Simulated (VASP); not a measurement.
# Si4N (P1) in VASP: a series of runs

Runs on Si4N. Level: PBE. Tasks: single point, relaxation of cell and atoms.

All numbers are computed with VASP 6.6.1; they aren't measurements. Logs are shortened: lines on timing, memory, paths and dates and some standing lists are left out, and cuts for length are marked.

### Step 1. The cell of the first run

The typed cell holds 5 atoms: a = 4.177 Å, b = 4.212 Å, c = 4.402 Å, α = 93.26°, β = 98.88°, γ = 104.45°.

### Step 2. Single point, PBE

INCAR reads:

```
SYSTEM = Si4N
PREC = Accurate
ENCUT = 520
EDIFF = 1E-7
ISMEAR = 0
SIGMA = 0.1
LREAL = .False.
LASPH = .True.
NELM = 60
ALGO = Normal
ISIF = 2
LWAVE = .False.
LCHARG = .False.
GGA = PE
NBANDS = 18
```

KPOINTS reads:

```
Automatic mesh
0
Gamma
  4 4 4
  0 0 0
```

POSCAR reads:

```
Si4N
1.0
    4.1770119409      0.0000000000      0.0000000000
   -1.0511359881      4.0791049035      0.0000000000
   -0.6795897783     -0.4334458896      4.3280723562
Si N
4 1
Direct
    0.3774253062      0.3512416622      0.0978670926
    0.6811983254      0.1429837103      0.7514197372
    0.1471356638      0.7007645395      0.7710867569
    0.7957306081      0.8126440002      0.3424018853
    0.9985100964      0.9923660877      0.0372245279
```

Potentials or basis: VASP PAW PBE potentials, release 64 (Si, N).

On the command line:

```sh
$ cat potpaw_PBE.64/Si/POTCAR potpaw_PBE.64/N/POTCAR > POTCAR
$ mpirun -np 1 vasp_std > vasp.out
```

OUTCAR:

```text
SYSTEM = Si4N
   PREC = Accurate
   ENCUT = 520
   EDIFF = 1E-7
   ISMEAR = 0
   LREAL = .False.
   LASPH = .True.
   NELM = 60
   ISIF = 2
   GGA = PE

 ion  position               nearest neighbor table
   1  0.377  0.351  0.098-   5 1.87   4 2.34   3 2.38   2 2.39   3 2.88   2 2.96
   2  0.681  0.143  0.751-   5 1.93   1 2.39   4 2.39   3 2.54   3 2.64   1 2.96   3 3.01   4 3.05

   3  0.147  0.701  0.771-   5 1.93   4 2.35   1 2.38   2 2.54   2 2.64   1 2.88   2 3.01
   4  0.796  0.813  0.342-   5 1.80   1 2.34   3 2.35   2 2.39   2 3.05
   5  0.999  0.992  0.037-   4 1.80   1 1.87   3 1.93   2 1.93

  LATTYP: Found a triclinic cell.
 ALAT       =     5.1390852577
 B/A-ratio  =     1.9730722908
 C/A-ratio  =     2.2066920514
 COS(alpha) =     0.0100006704
 COS(beta)  =     0.5487175411
 COS(gamma) =     0.8320868366

  Lattice vectors:

 A1 = (  -3.1258759528,  -4.0791049035,   0.0000000000)
 A2 = (  -7.9824776720,  -4.5125507931,   4.3280723562)
 A3 = (  -0.7155604081,  -7.2913180278,  -8.6561447124)

Analysis of symmetry for initial positions (statically):
=====================================================================
 Subroutine PRICEL returns:
 Original cell was already a primitive cell.

 Routine SETGRP: Setting up the symmetry group for a
 triclinic supercell.

 Subroutine GETGRP returns: Found  1 space group operations
 (whereof  1 operations were pure point group operations)
 out of a pool of  2 trial point group operations.

The static configuration has the point symmetry C_1 .

Analysis of symmetry for dynamics (positions and initial velocities):
=====================================================================
 Subroutine PRICEL returns:
 Original cell was already a primitive cell.

 Routine SETGRP: Setting up the symmetry group for a
 triclinic supercell.

 Subroutine GETGRP returns: Found  1 space group operations
 (whereof  1 operations were pure point group operations)
 out of a pool of  2 trial point group operations.

The dynamic configuration has the point symmetry C_1 .

 Subroutine INISYM returns: Found  1 space group operations
 (whereof  1 operations are pure point group operations),
 and found     1 'primitive' translations

----------------------------------------------------------------------------------------

                                     Primitive cell

  volume of cell :      73.7437

  direct lattice vectors                    reciprocal lattice vectors
     4.177011941  0.000000000  0.000000000     0.239405588  0.061691924  0.043769532
    -1.051135988  4.079104904  0.000000000     0.000000000  0.245151822  0.024551357
    -0.679589778 -0.433445890  4.328072356     0.000000000  0.000000000  0.231049742

  length of vectors
     4.177011941  4.212360820  4.402491105     0.251071107  0.246378134  0.231049742

  position of ions in fractional coordinates (direct lattice)
     0.377425306  0.351241662  0.097867093
     0.681198325  0.142983710  0.751419737
     0.147135664  0.700764539  0.771086757
     0.795730608  0.812644000  0.342401885
     0.998510096  0.992366088  0.037224528

  ion indices of the primitive-cell ions
   primitive index   ion index
                 1           1
                 2           2
                 3           3
                 4           4
                 5           5

----------------------------------------------------------------------------------------

 KPOINTS: Automatic mesh

Automatic generation of k-mesh.
 Grid dimensions read from file:
 generate k-points for:    4    4    4

 Generating k-lattice:

  Cartesian coordinates                     Fractional coordinates (reciprocal lattice)
     0.059851397  0.015422981  0.010942383     0.250000000  0.000000000  0.000000000
     0.000000000  0.061287956  0.006137839     0.000000000  0.250000000 -0.000000000
     0.000000000  0.000000000  0.057762435     0.000000000  0.000000000  0.250000000

  Length of vectors
     0.062767777  0.061594534  0.057762435

  Shift w.r.t. Gamma in fractional coordinates (k-lattice)
     0.000000000  0.000000000  0.000000000

 Subroutine IBZKPT returns following result:
 ===========================================

 Found     36 irreducible k-points:

 Following reciprocal coordinates:
            Coordinates               Weight
  0.000000  0.000000  0.000000      1.000000
  0.250000  0.000000 -0.000000      2.000000
  0.500000  0.000000 -0.000000      1.000000
  0.000000  0.250000 -0.000000      2.000000
  0.250000  0.250000  0.000000      2.000000
  0.500000  0.250000 -0.000000      2.000000
[... 16 lines left out ...]
  0.000000 -0.250000  0.250000      2.000000
  0.250000 -0.250000  0.250000      2.000000
 [... further k-points ...]
   k-points           NKPTS =     36   k-points in BZ     NKDIM =     36   number of bands    NBANDS=     18
   number of dos      NEDOS =    301   number of ions     NIONS =      5
   total plane-waves  NPLWV =  36864
   dimension x,y,z NGX =    32 NGY =   32 NGZ =   36
   dimension x,y,z NGXF=    64 NGYF=   64 NGZF=   72
   ions per type =               4   1
   NGX,Y,Z   is equivalent  to a cutoff of  12.74, 12.63, 13.59 a.u.
   NGXF,Y,Z  is equivalent  to a cutoff of  25.47, 25.26, 27.19 a.u.
 SYSTEM =  Si4N
   PREC   = accura    normal or accurate (medium, high low for compatibility)
   ISTART =      0    job   : 0-new  1-cont  2-samecut
   ICHARG =      2    charge: 1-file 2-atom 10-const
   ISPIN  =      1    spin polarized calculation?
   LNONCOLLINEAR =      F non collinear calculations
   LSORBIT =      F    spin-orbit coupling
   LASPH  =      T    aspherical Exc in radial PAW
   ENCUT  =  520.0 eV  38.22 Ry    6.18 a.u.   7.77  7.83  8.19*2*pi/ulx,y,z
   NELM   =     60;   NELMIN=  2; NELMDL= -5     # of ELM steps
   EDIFF  = 0.1E-06   stopping-criterion for ELM
   LREAL  =      F    real-space projection
   EDIFFG = 0.1E-05   stopping-criterion for IOM
   NSW    =      0    number of steps for IOM
   IBRION =     -1    ionic relax: 0-MD 1-quasi-New 2-CG
   NFREE  =      0    steps in history (QN), initial steepest desc. (CG)
   ISIF   =      2    stress and relaxation
   ISYM   =      2    0-nonsym 1-usesym 2-fastsym
   POTIM  = 0.5000    time-step for ionic-motion
   TEBEG  =    0.0;   TEEND  =   0.0 temperature during run
   PSTRESS=    0.0 pullay stress
   NELECT =      21.0000    total number of electrons
   NUPDOWN=      -1.0000    fix difference up-down
   EMIN   =  10.00;   EMAX   =-10.00  energy-range for DOS
   EFERMI =   0.00;   METHOD = LEGACY
   ISMEAR =     0;   SIGMA  =   0.10  broadening in eV -4-tet -1-fermi 0-gaus
   EFERMI_NEDOS =   21; number of points for ismear=-14 and -15
   IALGO  =     38    algorithm
   IMIX   =      4    mixing-type and parameters
     AMIX     =   0.40;   BMIX     =  1.00
     AMIX_MAG =   1.60;   BMIX_MAG =  1.00
  volume/ion in A,a.u.               =      14.75        99.53
  Fermi-wavevector in a.u.,A,eV,Ry     =   1.077059  2.035347 15.783526  1.160056
  Thomas-Fermi vector in A             =   2.212961
   LORBIT       =      0    0 simple, 1 ext, 2 COOP (PROOUT), +10 PAW based schemes
   GGA     = PE    functional components
   LHFCALC =     F    Hartree Fock is set to
   AEXX    =    0.0000 exact exchange contribution
   IVDW    =     0    specifies the selected vdW correction
   LEPSILON=     F    determine dielectric tensor
   LRPA    =     F    only Hartree local field effects (RPA)
 non-spin polarized calculation
 Gauss-broadening in eV      SIGMA  =   0.10
  energy-cutoff  :      520.00
  volume of cell :       73.74
 maximum number of plane-waves:      1998
   NGX = 15   NGY = 15   NGZ = 17

 number of electron      21.0000000 magnetization

 Free energy of the ion-electron system (eV)
  ---------------------------------------------------
  ext. energy  EPLUGINS =         0.00000000
  ---------------------------------------------------
  free energy    TOTEN  =       -29.18949047 eV

  energy without entropy =      -29.17767854  energy(sigma->0) =      -29.18358451

 E-fermi :   8.2349     XC(G=0): -10.4916

 val. band max:        8.2318309628   @ k =   0.5000   0.2500  -0.0000
 cond. band min:       8.2360114099   @ k =  -0.2500   0.2500   0.2500
 fundamental gap:      0.0041804472
 Fermi energy:         8.2349227525

 k-point     1 :       0.0000    0.0000    0.0000
  band No.  band energies     occupation
      1      -9.7536      2.00000
      2      -2.5122      2.00000
      3      -0.5678      2.00000
      4       0.2596      2.00000
      5       0.8367      2.00000
      6       2.2950      2.00000
[... 10 lines left out ...]
     17      13.4614      0.00000
     18      14.3170      0.00000

 k-point     2 :       0.2500    0.0000   -0.0000
  band No.  band energies     occupation
      1      -9.5982      2.00000
      2      -3.0559      2.00000
      3      -0.7471      2.00000
      4       0.2356      2.00000
      5       0.9839      2.00000
      6       2.7364      2.00000
[... 10 lines left out ...]
     17      12.8082      0.00000
     18      13.6560      0.00000

 k-point     3 :       0.5000    0.0000   -0.0000
  band No.  band energies     occupation
      1      -9.4246      2.00000
      2      -3.6179      2.00000
      3      -0.7064      2.00000
      4       0.0503      2.00000
      5       1.3243      2.00000
      6       2.6625      2.00000
[... 10 lines left out ...]
     17      13.5238      0.00000
     18      14.6456      0.00000

 k-point     4 :       0.0000    0.2500   -0.0000
  band No.  band energies     occupation
      1      -9.6189      2.00000
      2      -2.9169      2.00000
      3      -0.7279      2.00000
      4       0.1014      2.00000
      5       0.9274      2.00000
      6       2.7716      2.00000
[... 375 lines left out ...]
      4      -0.2827      2.00000
      5       1.8577      2.00000
      6       2.4345      2.00000
[... 10 lines left out ...]
     17      14.6067      0.00000
     18      14.7751      0.00000

 k-point    23 :       0.0000   -0.2500    0.2500
  band No.  band energies     occupation
      1      -9.5311      2.00000
      2      -3.0865      2.00000
      3      -1.0987      2.00000
      4       0.3779      2.00000
      5       1.0074      2.00000
      6       2.4497      2.00000
[... 10 lines left out ...]
     17      13.4901      0.00000
     18      14.1636      0.00000

 k-point    24 :       0.2500   -0.2500    0.2500
  band No.  band energies     occupation
      1      -9.4385      2.00000
      2      -2.7113      2.00000
      3      -1.7096      2.00000
      4      -0.3183      2.00000
      5       1.3727      2.00000
      6       2.7574      2.00000
[... 10 lines left out ...]
     17      13.7691      0.00000
     18      14.1513      0.00000

 [... further k-points ...]

------------------------ aborting loop because EDIFF is reached ----------------------------------------

  FORCE on cell =-STRESS in cart. coord.  units (eV):
  Direction    XX          YY          ZZ          XY          YZ          ZX
  --------------------------------------------------------------------------------------
  -------------------------------------------------------------------------------------
  Total        0.7968265      0.7753239      0.6626894      0.2134807      0.3276334      0.5530472
  in kB       17.3120805     16.8449075     14.3977799      4.6381422      7.1182568     12.0156605
  external PRESSURE =      16.1849226 kB  Pullay stress =       0.0000000 kB

 VOLUME and BASIS-vectors are now :
 -----------------------------------------------------------------------------
  energy-cutoff  :      520.00
  volume of cell :       73.74
      direct lattice vectors                 reciprocal lattice vectors
     4.177011941  0.000000000  0.000000000     0.239405588  0.061691924  0.043769532
    -1.051135988  4.079104904  0.000000000     0.000000000  0.245151822  0.024551357
    -0.679589778 -0.433445890  4.328072356     0.000000000  0.000000000  0.231049742

 POSITION                                       TOTAL-FORCE (eV/Angst)
 -----------------------------------------------------------------------------------
      1.14080      1.39033      0.42358        -0.016746      0.040727      0.038872
      2.18442      0.25755      3.25220        -0.001035      0.058172     -0.014782
     -0.64603      2.52427      3.33732        -0.025849     -0.065687     -0.003329
      2.23688      3.16645      1.48194         0.067986      0.028687      0.010955
      3.10238      4.03183      0.16111        -0.024356     -0.061899     -0.031717
 -----------------------------------------------------------------------------------
    total drift:                                0.000066     -0.000173     -0.000152

  FREE ENERGIE OF THE ION-ELECTRON SYSTEM (eV)
  ---------------------------------------------------
  free  energy   TOTEN  =       -29.1894904749 eV

  energy  without entropy=      -29.1776785436  energy(sigma->0) =      -29.18358451
```

Wall time 34 s (1 thread of AMD EPYC 9R45 (Zen 5), shared host); peak memory 0.16 GiB.

Results:

- Free energy: -29.1895 eV
- Pressure: 1.6 GPa
- Largest force: 0.075 eV/Å

Forces in eV/Å, atoms in the order of the input:
```
Si  -0.017  0.041  0.039
Si  -0.001  0.058 -0.015
Si  -0.026 -0.066 -0.003
Si   0.068  0.029  0.011
N   -0.024 -0.062 -0.032
```

Levels at points of the mesh, in eV from the Fermi level:
| k point | band 8 | band 9 | band 10 | band 11 | band 12 | band 13 |
| --- | --- | --- | --- | --- | --- | --- |
| (0.00, 0.00, 0.00) | -3.79 | -2.83 | -1.49 | 0.25 | 1.14 | 1.85 |
| (0.50, 0.00, 0.00) | -4.15 | -2.68 | -1.02 | 0.48 | 0.74 | 1.87 |
| (0.00, 0.50, 0.00) | -4.13 | -2.99 | -0.90 | -0.02 | 0.88 | 1.90 |
| (0.50, 0.50, 0.00) | -3.68 | -1.92 | -1.44 | -0.66 | -0.30 | 2.11 |
| (0.00, 0.00, 0.50) | -3.41 | -2.50 | -1.78 | -0.19 | 0.62 | 1.42 |
| (0.50, 0.00, 0.50) | -3.84 | -2.35 | -0.78 | -0.50 | 0.36 | 2.41 |
| (0.00, 0.50, 0.50) | -4.04 | -1.80 | -0.77 | -0.45 | 0.91 | 2.75 |
| (0.50, 0.50, 0.50) | -4.65 | -2.55 | -1.93 | 0.95 | 2.61 | 4.11 |

Caveat: the k points lie up to 0.39 Å⁻¹ apart.

(Part 1 of 2 ends here.)
